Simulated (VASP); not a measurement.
# LaAgS2 (R-3m) in VASP: notebook

LaAgS2 is run at these levels: LDA, PBEsol, PBE, r2SCAN; tasks: single point.

Everything below comes from runs of VASP 6.6.1. Logs are shortened: lines on timing, memory, paths and dates and some standing lists are left out, and cuts for length are marked.

## 1. The cell of the first run

It takes space group R-3m (No. 166, trigonal). Conventional cell: a = 4.197 Å, b = 4.197 Å, c = 16.649 Å, α = 90.00°, β = 90.00°, γ = 120.00°. Ag (site symmetry -3m) has 6 S at 2.75 Å within 3.6 Å. La (site symmetry -3m) has 6 S at 2.83 Å and 6 Ag at 3.68 Å within 3.7 Å. S (site symmetry 3m) has 3 Ag at 2.75 Å and 3 La at 2.83 Å and 3 S at 3.57 Å within 3.6 Å.

## 2. Single point, LDA

The input, INCAR:

```
PREC     = Accurate       # precision mode
ENCUT    = 520            # plane-wave cutoff, eV
EDIFF    = 1E-6           # SCF threshold, eV
ISMEAR   = -1             # smearing method
SIGMA    = 0.02           # smearing width, eV
LREAL    = F              # projectors in reciprocal space
LASPH    = T              # aspherical terms in the spheres
NELM     = 60             # most SCF steps
ALGO     = Normal         # electronic algorithm
ISIF     = 2              # what is computed and relaxed
LWAVE    = F              # write WAVECAR
LCHARG   = F              # write CHGCAR
GGA      = CA             # functional
NBANDS   = 25             # bands
```

The input, KPOINTS:

```
Automatic mesh
0
Gamma
  6 6 6
```

The input, POSCAR:

```
LaAgS2
1.0
    2.0986210596      1.2116394337      5.5498150292
   -2.0986210596      1.2116394337      5.5498150292
    0.0000000000     -2.4232788673      5.5498150292
Ag La S
1 1 2
Direct
    1.0000000000      0.0000000000      0.0000000000
    0.5000000000      0.5000000000      0.5000000000
    0.2546413422      0.2546413422      0.2546413422
    0.7453586578      0.7453586578      0.7453586578
```

Potentials or basis: VASP PAW LDA potentials, release 64 (Ag, La, S).

Started as:

```
$ cat potpaw_LDA.64/Ag/POTCAR potpaw_LDA.64/La/POTCAR potpaw_LDA.64/S/POTCAR > POTCAR
$ mpirun -np 1 vasp_std > vasp.out
```

OUTCAR:

```text
PREC = Accurate
   ENCUT = 520
   EDIFF = 1E-6
   ISMEAR = -1
   LREAL = F
   LASPH = T
   NELM = 60
   ISIF = 2
   GGA = CA

 ion  position               nearest neighbor table
   1  0.000  0.000  0.000-   4 2.75   3 2.75   4 2.75   4 2.75   3 2.75   3 2.75
   2  0.500  0.500  0.500-   3 2.83   4 2.83   3 2.83   3 2.83   4 2.83   4 2.83
   3  0.255  0.255  0.255-   1 2.75   1 2.75   1 2.75   2 2.83   2 2.83   2 2.83
   4  0.745  0.745  0.745-   1 2.75   1 2.75   1 2.75   2 2.83   2 2.83   2 2.83

  LATTYP: Found a trigonal (rhomboedric) cell.
 ALAT       =     6.0558011301
 COS(alpha) =     0.7598100456

  Lattice vectors:

 A1 = (   2.0986210596,   1.2116394337,   5.5498150292)
 A2 = (  -2.0986210596,   1.2116394337,   5.5498150292)
 A3 = (   0.0000000000,  -2.4232788673,   5.5498150292)

Analysis of symmetry for initial positions (statically):
=====================================================================
 Subroutine PRICEL returns:
 Original cell was already a primitive cell.

 Routine SETGRP: Setting up the symmetry group for a
 trigonal (rhombohedral) supercell.

 Subroutine GETGRP returns: Found 12 space group operations
 (whereof 12 operations were pure point group operations)
 out of a pool of 12 trial point group operations.

The static configuration has the point symmetry D_3d.

Analysis of symmetry for dynamics (positions and initial velocities):
=====================================================================
 Subroutine PRICEL returns:
 Original cell was already a primitive cell.

 Routine SETGRP: Setting up the symmetry group for a
 trigonal (rhombohedral) supercell.

 Subroutine GETGRP returns: Found 12 space group operations
 (whereof 12 operations were pure point group operations)
 out of a pool of 12 trial point group operations.

The dynamic configuration has the point symmetry D_3d.

 Subroutine INISYM returns: Found 12 space group operations
 (whereof 12 operations are pure point group operations),
 and found     1 'primitive' translations

----------------------------------------------------------------------------------------

                                     Primitive cell

  volume of cell :      84.6715

  direct lattice vectors                    reciprocal lattice vectors
     2.098621060  1.211639434  5.549815029     0.238251683  0.137554673  0.060062062
    -2.098621060  1.211639434  5.549815029    -0.238251683  0.137554673  0.060062062
     0.000000000 -2.423278867  5.549815029     0.000000000 -0.275109347  0.060062062

  length of vectors
     6.055801130  6.055801130  6.055801130     0.281589425  0.281589425  0.281589425

  position of ions in fractional coordinates (direct lattice)
     0.000000000  0.000000000  0.000000000
     0.500000000  0.500000000  0.500000000
     0.254641342  0.254641342  0.254641342
     0.745358658  0.745358658  0.745358658

  ion indices of the primitive-cell ions
   primitive index   ion index
                 1           1
                 2           2
                 3           3
                 4           4

----------------------------------------------------------------------------------------

 KPOINTS: Automatic mesh

Automatic generation of k-mesh.
 Grid dimensions read from file:
 generate k-points for:    6    6    6

 Generating k-lattice:

  Cartesian coordinates                     Fractional coordinates (reciprocal lattice)
     0.039708614  0.022925779  0.010010344     0.166666667 -0.000000000  0.000000000
    -0.039708614  0.022925779  0.010010344    -0.000000000  0.166666667  0.000000000
     0.000000000 -0.045851558  0.010010344     0.000000000  0.000000000  0.166666667

  Length of vectors
     0.046931571  0.046931571  0.046931571

  Shift w.r.t. Gamma in fractional coordinates (k-lattice)
     0.000000000  0.000000000  0.000000000

 Subroutine IBZKPT returns following result:
 ===========================================

 Found     32 irreducible k-points:

 Following reciprocal coordinates:
            Coordinates               Weight
  0.000000  0.000000  0.000000      1.000000
  0.166667  0.000000  0.000000      6.000000
  0.333333 -0.000000  0.000000      6.000000
  0.500000  0.000000 -0.000000      3.000000
  0.166667  0.166667  0.000000      6.000000
  0.333333  0.166667 -0.000000     12.000000
[... 16 lines left out ...]
  0.500000  0.500000  0.166667      6.000000
 -0.333333  0.500000  0.166667     12.000000
 [... further k-points ...]
   k-points           NKPTS =     32   k-points in BZ     NKDIM =     32   number of bands    NBANDS=     25
   number of dos      NEDOS =    301   number of ions     NIONS =      4
   total plane-waves  NPLWV = 110592
   dimension x,y,z NGX =    48 NGY =   48 NGZ =   48
   dimension x,y,z NGXF=    96 NGYF=   96 NGZF=   96
   ions per type =               1   1   2
   NGX,Y,Z   is equivalent  to a cutoff of  13.18, 13.18, 13.18 a.u.
   NGXF,Y,Z  is equivalent  to a cutoff of  26.35, 26.35, 26.35 a.u.
 SYSTEM =  unknown system
   PREC   = accura    normal or accurate (medium, high low for compatibility)
   ISTART =      0    job   : 0-new  1-cont  2-samecut
   ICHARG =      2    charge: 1-file 2-atom 10-const
   ISPIN  =      1    spin polarized calculation?
   LNONCOLLINEAR =      F non collinear calculations
   LSORBIT =      F    spin-orbit coupling
   LASPH  =      T    aspherical Exc in radial PAW
   ENCUT  =  520.0 eV  38.22 Ry    6.18 a.u.  11.26 11.26 11.26*2*pi/ulx,y,z
   NELM   =     60;   NELMIN=  2; NELMDL= -5     # of ELM steps
   EDIFF  = 0.1E-05   stopping-criterion for ELM
   LREAL  =      F    real-space projection
   EDIFFG = 0.1E-04   stopping-criterion for IOM
   NSW    =      0    number of steps for IOM
   IBRION =     -1    ionic relax: 0-MD 1-quasi-New 2-CG
   NFREE  =      0    steps in history (QN), initial steepest desc. (CG)
   ISIF   =      2    stress and relaxation
   ISYM   =      2    0-nonsym 1-usesym 2-fastsym
   POTIM  = 0.5000    time-step for ionic-motion
   TEBEG  =    0.0;   TEEND  =   0.0 temperature during run
   PSTRESS=    0.0 pullay stress
   NELECT =      34.0000    total number of electrons
   NUPDOWN=      -1.0000    fix difference up-down
   EMIN   =  10.00;   EMAX   =-10.00  energy-range for DOS
   EFERMI =   0.00;   METHOD = LEGACY
   ISMEAR =    -1;   SIGMA  =   0.02  broadening in eV -4-tet -1-fermi 0-gaus
   EFERMI_NEDOS =   21; number of points for ismear=-14 and -15
   IALGO  =     38    algorithm
   IMIX   =      4    mixing-type and parameters
     AMIX     =   0.40;   BMIX     =  1.00
     AMIX_MAG =   1.60;   BMIX_MAG =  1.00
  volume/ion in A,a.u.               =      21.17       142.85
  Fermi-wavevector in a.u.,A,eV,Ry     =   1.207783  2.282378 19.847344  1.458739
  Thomas-Fermi vector in A             =   2.343410
   LORBIT       =      0    0 simple, 1 ext, 2 COOP (PROOUT), +10 PAW based schemes
   GGA     = CA    functional components
   LHFCALC =     F    Hartree Fock is set to
   AEXX    =    0.0000 exact exchange contribution
   IVDW    =     0    specifies the selected vdW correction
   LEPSILON=     F    determine dielectric tensor
   LRPA    =     F    only Hartree local field effects (RPA)
 non-spin polarized calculation
  energy-cutoff  :      520.00
  volume of cell :       84.67
 maximum number of plane-waves:      2312
 NGX is ok and might be reduce to    48
   NGX = 23   NGY = 23   NGZ = 23

 number of electron      34.0000001 magnetization

 Free energy of the ion-electron system (eV)
  ---------------------------------------------------
  ext. energy  EPLUGINS =         0.00000000
  ---------------------------------------------------
  free energy    TOTEN  =       -24.08630058 eV

  energy without entropy =      -24.08630058  energy(sigma->0) =      -24.08630058

 E-fermi :   7.1666     XC(G=0): -10.8260

 val. band max:        6.7261493857   @ k =   0.3333   0.3333   0.0000
 cond. band min:       8.7976691212   @ k =   0.3333   0.3333   0.0000
 fundamental gap:      2.0715197355
 Fermi energy:         7.1665526934

 k-point     1 :       0.0000    0.0000    0.0000
  band No.  band energies     occupation
      1     -24.6287      2.00000
      2      -8.9423      2.00000
      3      -8.3107      2.00000
      4      -8.3107      2.00000
      5      -5.6481      2.00000
      6      -3.8115      2.00000
[... 17 lines left out ...]
     24      10.2395      0.00000
     25      10.4636      0.00000

 k-point     2 :       0.1667    0.0000    0.0000
  band No.  band energies     occupation
      1     -24.6164      2.00000
      2      -8.8692      2.00000
      3      -8.6050      2.00000
      4      -8.3485      2.00000
      5      -5.2784      2.00000
      6      -4.0714      2.00000
[... 17 lines left out ...]
     24      10.2123      0.00000
     25      10.2997      0.00000

 k-point     3 :       0.3333   -0.0000    0.0000
  band No.  band energies     occupation
      1     -24.5917      2.00000
      2      -9.0767      2.00000
      3      -8.6855      2.00000
      4      -8.4223      2.00000
      5      -4.9710      2.00000
      6      -4.1918      2.00000
[... 17 lines left out ...]
     24      10.2281      0.00000
     25      10.3641      0.00000

 k-point     4 :       0.5000    0.0000   -0.0000
  band No.  band energies     occupation
      1     -24.5792      2.00000
      2      -9.2686      2.00000
      3      -8.5867      2.00000
      4      -8.4584      2.00000
      5      -5.0996      2.00000
      6      -3.9820      2.00000
[... 17 lines left out ...]
     24      10.2419      0.00000
     25      10.4326      0.00000
[... 477 lines left out ...]
 k-point    22 :      -0.1667    0.3333    0.1667
  band No.  band energies     occupation
      1     -24.5793      2.00000
      2      -9.1539      2.00000
      3      -8.6466      2.00000
      4      -8.5685      2.00000
      5      -4.7519      2.00000
      6      -4.3003      2.00000
[... 17 lines left out ...]
     24      10.1927      0.00000
     25      10.4604      0.00000

 k-point    23 :       0.5000    0.5000    0.1667
  band No.  band energies     occupation
      1     -24.5914      2.00000
      2      -9.0825      2.00000
      3      -8.7146      2.00000
      4      -8.4237      2.00000
      5      -4.8392      2.00000
      6      -4.2394      2.00000
[... 17 lines left out ...]
     24      10.2959      0.00000
     25      10.3665      0.00000

 k-point    24 :      -0.3333    0.5000    0.1667
  band No.  band energies     occupation
      1     -24.5791      2.00000
      2      -9.1472      2.00000
      3      -8.6698      2.00000
      4      -8.5686      2.00000
      5      -4.8202      2.00000
      6      -4.1700      2.00000
[... 17 lines left out ...]
     24      10.2518      0.00000
     25      10.4334      0.00000

 [... further k-points ...]
[... 5 lines left out ...]
  --------------------------------------------------------------------------------------
  -------------------------------------------------------------------------------------
  Total        0.0041422      0.0041422     -0.0011830      0.0000000     -0.0000000      0.0000000
  in kB        0.0783799      0.0783799     -0.0223854      0.0000000     -0.0000000      0.0000000
  external PRESSURE =       0.0447915 kB  Pullay stress =       0.0000000 kB

 VOLUME and BASIS-vectors are now :
 -----------------------------------------------------------------------------
  energy-cutoff  :      520.00
  volume of cell :       84.67
      direct lattice vectors                 reciprocal lattice vectors
     2.098621060  1.211639434  5.549815029     0.238251683  0.137554673  0.060062062
    -2.098621060  1.211639434  5.549815029    -0.238251683  0.137554673  0.060062062
     0.000000000 -2.423278867  5.549815029     0.000000000 -0.275109347  0.060062062

 POSITION                                       TOTAL-FORCE (eV/Angst)
 -----------------------------------------------------------------------------------
      0.00000      0.00000      0.00000        -0.000000     -0.000000      0.000000
      0.00000      0.00000      8.32472         0.000000      0.000000     -0.000000
      0.00000      0.00000      4.23964        -0.000000     -0.000000     -0.006365
      0.00000      0.00000     12.40981        -0.000000      0.000000      0.006365
 -----------------------------------------------------------------------------------
    total drift:                                0.000000      0.000000     -0.000000

  FREE ENERGIE OF THE ION-ELECTRON SYSTEM (eV)
  ---------------------------------------------------
  free  energy   TOTEN  =       -24.0863005834 eV

  energy  without entropy=      -24.0863005834  energy(sigma->0) =      -24.08630058
```

Wall time 1.8 min (1 thread of Intel Xeon 6975P-C (Granite Rapids), shared host); peak memory 0.31 GiB.

What came out:

- Free energy: -24.0863 eV
- Pressure: 0.0 GPa
- Largest force: 0.006 eV/Å
- Band gap on the k mesh: 2.07 eV, direct

Forces in eV/Å, atoms in the order of the input:
```
Ag   0.000  0.000  0.000
La   0.000  0.000  0.000
S    0.000  0.000 -0.006
S    0.000  0.000  0.006
```

Caveat: spin-orbit coupling is left out, which moves the levels of the heavy elements. LDA gaps usually lie below the measured ones, often by a third to a half.

## 3. Single point, PBEsol

This run uses another cell than the first one, of 21.88 Å³/atom, 1.034 times its volume.

The input, INCAR:

```
SYSTEM = LaAgS2
PREC     = Accurate       ! precision mode
ENCUT    = 520            ! plane-wave cutoff, eV
EDIFF    = 1E-6           ! SCF threshold, eV
ISMEAR   = -1             ! smearing method
SIGMA    = 0.02           ! smearing width, eV
LREAL    = .False.        ! projectors in reciprocal space
LASPH    = .True.         ! aspherical terms in the spheres
NELM     = 60             ! most SCF steps
ALGO     = Normal         ! electronic algorithm
ISIF     = 2              ! what is computed and relaxed
LWAVE    = .False.        ! write WAVECAR
LCHARG   = .True.         ! write CHGCAR
GGA      = PS             ! functional
LELF     = .True.         ! ELF
LVHAR    = .True.       
NBANDS   = 25             ! bands
```

The input, KPOINTS:

```
regular mesh
0
Gamma
  6 6 6
  0 0 0
```

The input, POSCAR:

```
LaAgS2
1.0
    2.1134235972      1.2201856828      5.6561609785
   -2.1134235972      1.2201856828      5.6561609785
    0.0000000000     -2.4403713655      5.6561609785
Ag La S
1 1 2
Direct
    1.0000000000      0.0000000000      0.0000000000
    0.5000000000      0.5000000000      0.5000000000
    0.2536842058      0.2536842058      0.2536842058
    0.7463157942      0.7463157942      0.7463157942
```

Potentials or basis: VASP PAW PBE potentials, release 64 (Ag, La, S).

Started as:

```
$ cat potpaw_PBE.64/Ag/POTCAR potpaw_PBE.64/La/POTCAR potpaw_PBE.64/S/POTCAR > POTCAR
$ mpirun -np 1 vasp_std > vasp.out
```

OUTCAR:

```text
SYSTEM = LaAgS2
   PREC = Accurate
   ENCUT = 520
   EDIFF = 1E-6
   ISMEAR = -1
   LREAL = .False.
   LASPH = .True.
   NELM = 60
   ISIF = 2
   GGA = PS

 ion  position               nearest neighbor table
   1  0.000  0.000  0.000-   4 2.79   4 2.79   3 2.79   3 2.79   4 2.79   3 2.79
   2  0.500  0.500  0.500-   3 2.85   3 2.85   4 2.85   4 2.85   3 2.85   4 2.85
   3  0.254  0.254  0.254-   1 2.79   1 2.79   1 2.79   2 2.85   2 2.85   2 2.85
   4  0.746  0.746  0.746-   1 2.79   1 2.79   1 2.79   2 2.85   2 2.85   2 2.85

  LATTYP: Found a trigonal (rhomboedric) cell.
 ALAT       =     6.1601598532
 COS(alpha) =     0.7645931284

  Lattice vectors:

 A1 = (   2.1134235972,   1.2201856828,   5.6561609785)
 A2 = (  -2.1134235972,   1.2201856828,   5.6561609785)
 A3 = (   0.0000000000,  -2.4403713655,   5.6561609785)

Analysis of symmetry for initial positions (statically):
=====================================================================
 Subroutine PRICEL returns:
 Original cell was already a primitive cell.

[... 167 lines left out ...]
  ext. energy  EPLUGINS =         0.00000000
  ---------------------------------------------------
  free energy    TOTEN  =       -22.77166819 eV

  energy without entropy =      -22.77166819  energy(sigma->0) =      -22.77166819

 E-fermi :   6.8802     XC(G=0): -10.5362

 val. band max:        6.3758106471   @ k =   0.3333   0.3333   0.0000
 cond. band min:       8.5403238564   @ k =   0.3333   0.3333   0.0000
 fundamental gap:      2.1645132093
 Fermi energy:         6.8801511155

 k-point     1 :       0.0000    0.0000    0.0000
  band No.  band energies     occupation
      1     -25.1207      2.00000
      2      -9.3301      2.00000
      3      -8.7494      2.00000
      4      -8.7494      2.00000
      5      -5.8648      2.00000
      6      -4.2046      2.00000
[... 661 lines left out ...]
     24      10.0469      0.00000
     25      10.2242      0.00000

 [... further k-points ...]
[... 5 lines left out ...]
  --------------------------------------------------------------------------------------
  -------------------------------------------------------------------------------------
  Total       -0.0256596     -0.0256596     -0.0130784      0.0000000     -0.0000000      0.0000000
  in kB       -0.4697583     -0.4697583     -0.2394304      0.0000000     -0.0000000      0.0000000
  external PRESSURE =      -0.3929823 kB  Pullay stress =       0.0000000 kB

 VOLUME and BASIS-vectors are now :
 -----------------------------------------------------------------------------
  energy-cutoff  :      520.00
  volume of cell :       87.52
      direct lattice vectors                 reciprocal lattice vectors
     2.113423597  1.220185683  5.656160978     0.236582955  0.136591233  0.058932788
    -2.113423597  1.220185683  5.656160978    -0.236582955  0.136591233  0.058932788
     0.000000000 -2.440371365  5.656160978     0.000000000 -0.273182466  0.058932788

 POSITION                                       TOTAL-FORCE (eV/Angst)
 -----------------------------------------------------------------------------------
      0.00000      0.00000      0.00000        -0.000000      0.000000      0.000000
      0.00000      0.00000      8.48424         0.000000     -0.000000      0.000000
      0.00000      0.00000      4.30464        -0.000000     -0.000000     -0.001240
      0.00000      0.00000     12.66385        -0.000000      0.000000      0.001240
 -----------------------------------------------------------------------------------
    total drift:                                0.000000      0.000000      0.000000

  FREE ENERGIE OF THE ION-ELECTRON SYSTEM (eV)
  ---------------------------------------------------
  free  energy   TOTEN  =       -22.7716681867 eV

  energy  without entropy=      -22.7716681867  energy(sigma->0) =      -22.77166819
```

Wall time 1.8 min (1 thread of Intel Xeon 6975P-C (Granite Rapids), shared host); peak memory 0.38 GiB.

What came out:

* Free energy: -22.7717 eV
* Pressure: 0.0 GPa
* Band gap on the k mesh: 2.16 eV, direct

Caveat: the PAW data sets were made with another functional, which shifts forces and pressure a little; spin-orbit coupling is left out, which moves the levels of the heavy elements.

[end of part 1 of 2]
